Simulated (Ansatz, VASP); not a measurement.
# H7N2F in VASP and in Ansatz

```
H N F
1.0
     8.04838    0.00000    0.00000
     0.00000    5.62965    0.00000
     0.00000    0.00000    7.36770
H N F
28 8 4
Direct
  0.72531 0.78850 0.02829
  0.27469 0.21150 0.52829
  0.77469 0.78850 0.52829
  0.22531 0.21150 0.02829
  0.74558 0.04598 0.14943
  0.25442 0.95402 0.64943
  0.75442 0.04598 0.64943
  0.24558 0.95402 0.14943
  0.63095 0.04440 0.95671
  0.36905 0.95560 0.45671
  0.86905 0.04440 0.45671
  0.13095 0.95560 0.95671
  0.55901 0.90101 0.14622
  0.44099 0.09899 0.64622
  0.94099 0.90101 0.64622
  0.05901 0.09899 0.14622
  0.62979 0.43277 0.56180
  0.37021 0.56723 0.06180
  0.87021 0.43277 0.06180
  0.12979 0.56723 0.56180
  0.73588 0.43151 0.37164
  0.26412 0.56849 0.87164
  0.76412 0.43151 0.87164
  0.23588 0.56849 0.37164
  0.56357 0.59186 0.38692
  0.43643 0.40814 0.88692
  0.93643 0.59186 0.88692
  0.06357 0.40814 0.38692
  0.66367 0.94661 0.07107
  0.33633 0.05339 0.57107
  0.83633 0.94661 0.57107
  0.16367 0.05339 0.07107
  0.66661 0.53648 0.45554
  0.33339 0.46352 0.95554
  0.83339 0.53648 0.95554
  0.16661 0.46352 0.45554
  0.60589 0.19695 0.76259
  0.39411 0.80305 0.26259
  0.89411 0.19695 0.26259
  0.10589 0.80305 0.76259
```

Alike in both runs: task electric field gradients; functional r2SCAN; k mesh 3 × 4 × 3; occupations fermi-dirac, width 0.02 eV; no spin polarisation.

|  | VASP | Ansatz |
| --- | --- | --- |
| version | VASP 6.6.1 | Ansatz 0.2.0 |
| potentials or method | VASP PAW PBE potentials, release 64 (H, N, F) | plane-wave PAW, scalar-relativistic |
| plane-wave cutoff (eV) | 520 | 500 |
| valence electrons in the cell | 96 | 96 |

```csv
,VASP,Ansatz,Ansatz less VASP
gap on the k mesh at the Fermi level (eV),5.41,5.41,-0.005
pressure (GPa),-0.2,-0.1,+0.11
rms of the force components (eV/Å),0.006,0.038,+0.0319
size of Vzz on the site where it differs most (V/Å²),66.4,69.0,+2.60
```

VASP's potentials were made for PBE, not for r2SCAN. Atom by atom the forces differ by 0.035 eV/Å (rms over components).
